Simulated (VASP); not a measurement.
The system is Ir.

```
CELL_PARAMETERS angstrom
4.83734 0.00000 0.00000
0.00000 4.83734 0.00000
0.00000 0.00000 4.83734
ATOMIC_POSITIONS crystal
Ir 0.00000 0.00000 0.00000
Ir 0.50000 0.50000 0.50000
Ir 0.25000 0.00000 0.50000
Ir 0.75000 0.00000 0.50000
Ir 0.50000 0.25000 0.00000
Ir 0.50000 0.75000 0.00000
Ir 0.00000 0.50000 0.25000
Ir 0.00000 0.50000 0.75000
```

```yaml
Program: VASP 6.6.1
Task: relaxation of cell and atoms
Functional: PBEsol
Potentials_or_basis: VASP PAW PBE potentials, release 64 (Ir)
Cutoff: 600 eV
k_mesh: 5 × 5 × 5
Occupations: fermi-dirac, width 0.1 eV
Spin: no spin polarisation
```

At the start: pressure 13.7 GPa; volume 14.15 Å³/atom.

Q: Where does the relaxation end?

A: Over 4 steps the energy falls by 21.5 meV/atom and the volume is 14.67 Å³/atom (+3.7 %); space group Pm-3n (No. 223, to 0.1 Å) before and after.

Step by step:
```tsv
step	energy change (eV)	largest force (eV/Å)	pressure (GPa)	volume (Å³)
1	0.0000	0.0000	13.72	113.19
2	1.8160	0.0000	-32.91	134.23
3	-0.1716	0.0000	-0.77	117.63
4	-0.1723	0.0000	-0.06	117.39
```

Final structure:
```yaml
crystal:
  lattice:
    - [4.89634, 0.00000, 0.00000]
    - [0.00000, 4.89634, 0.00000]
    - [0.00000, 0.00000, 4.89634]
  atoms:
    - { symbol: Ir, position: [0.00000, 0.00000, 0.00000] }
    - { symbol: Ir, position: [0.50000, 0.50000, 0.50000] }
    - { symbol: Ir, position: [0.25000, 0.00000, 0.50000] }
    - { symbol: Ir, position: [0.75000, 0.00000, 0.50000] }
    - { symbol: Ir, position: [0.50000, 0.25000, 0.00000] }
    - { symbol: Ir, position: [0.50000, 0.75000, 0.00000] }
    - { symbol: Ir, position: [0.00000, 0.50000, 0.25000] }
    - { symbol: Ir, position: [0.00000, 0.50000, 0.75000] }
```

Caveat: the PAW data sets were made with another functional, which shifts forces and pressure a little.
